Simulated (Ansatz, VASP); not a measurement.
Au: VASP beside Ansatz

```xyz
2
Lattice="2.9096 0.0000 0.0000 -1.4548 2.5198 0.0000 0.0000 0.0000 4.8962" Properties=species:S:1:pos:R:3 pbc="T T T"
Au    0.0000    1.6799    3.6722
Au    1.4548    0.8399    1.2241
```

Change from the starting cell: volume scaled by 1.01.

Alike in both runs: task single point; functional LDA; k mesh 14 × 14 × 8; occupations fermi-dirac, width 0.03 eV; no spin polarisation.

```csv
,VASP,Ansatz
version,VASP 6.6.1,Ansatz 0.2.0
potentials or method,"VASP PAW LDA potentials, release 64 (Au), cutoff 520 eV","all-electron LAPW, scalar-relativistic"
```

Ansatz gave:

- pressure (GPa): -11.9
- traceless stress, the component that is largest in VASP (GPa): 0.17

Q: What did VASP give for the same quantities?

A: Pressure (GPa): -11.5; traceless stress, the component that is largest in VASP (GPa): 0.05.

LDA's correlation is that of Perdew and Zunger in VASP and of Perdew and Wang (1992) in Ansatz. Ansatz ran all-electron here, and VASP with PAW potentials.

Neither program's run includes spin-orbit coupling.
